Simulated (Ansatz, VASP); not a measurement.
**One calculation of PtSe2, two programs**

```
Pt Se
1.0
     3.75156    0.00000    0.00000
    -1.87578    3.24895    0.00000
     0.19504    0.00000    6.50133
Pt Se
1 2
Direct
  0.00000 0.00000 0.00000
  0.67710 0.33333 0.79900
  0.32290 0.66667 0.20100
```

Change from the starting cell: shear of c along a, cell held, atoms relaxed: +3.0 %.

Alike in both runs: functional PBE; k mesh 12 × 12 × 4; occupations gaussian, width 0.02 eV; no spin polarisation.

Ansatz relaxed the structure, and its values are those at the end. VASP's run is a single point on that final structure, the one shown.

|  | VASP | Ansatz |
| --- | --- | --- |
| version | VASP 6.6.1 | Ansatz 0.2.0 |
| potentials or method | VASP PAW PBE potentials, release 64 (Pt, Se), cutoff 520 eV | scalar-relativistic, plane waves, PAW |
| valence electrons in the cell | 22 | 50 |

VASP gave:

* gap on the k mesh at the Fermi level (eV): 0.85
* least direct gap on the mesh (eV): 1.02
* pressure (GPa): 0.0

Problem. What did Ansatz give for the same quantities?

Solution. gap on the k mesh at the Fermi level (eV): 0.86; least direct gap on the mesh (eV): 1.03; pressure (GPa): 0.0.

VASP's potentials hold 22 valence electrons a cell and Ansatz's 50, so a difference there can come from the potentials and not from the codes. Ansatz's warnings: stress scf threshold loose.

Neither program's run includes spin-orbit coupling.
